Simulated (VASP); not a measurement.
Ga:

```
Ga
1.0
     2.30585   -3.90563    0.00000
     2.30585    3.90563    0.00000
     0.00000    0.00000    4.61273
Ga
4
Direct
  0.34510 0.65490 0.41900
  0.15490 0.84510 0.91900
  0.65490 0.34510 0.58100
  0.84510 0.15490 0.08100
```

Base run:

| Item | Value |
| --- | --- |
| Program | VASP 6.6.1 |
| Functional | PBE |
| Potentials or basis | VASP PAW PBE potentials, release 64 (Ga_d) |
| Cutoff | 520 eV |
| k mesh | 7 × 7 × 6 |
| Occupations | fermi-dirac, width 0.05 eV |
| Spin | no spin polarisation |

Its results: band gap on the k mesh zero (band 26 reaches 4.91 eV, above the bottom of band 27 at 3.68 eV); pressure -1.1 GPa; largest force 0.101 eV/Å.

Task: The run is repeated on the same cell with these changes: functional from PBE to PBEsol. What comes out?

Result: Band gap on the k mesh zero (band 26 reaches 4.75 eV, above the bottom of band 27 at 3.51 eV); pressure -4.1 GPa; largest force 0.117 eV/Å.

PBEsol binds more tightly than PBE, so the same cell stands under less pressure.

Caveats: the PAW data sets were made with another functional, which shifts forces and pressure a little (some runs).
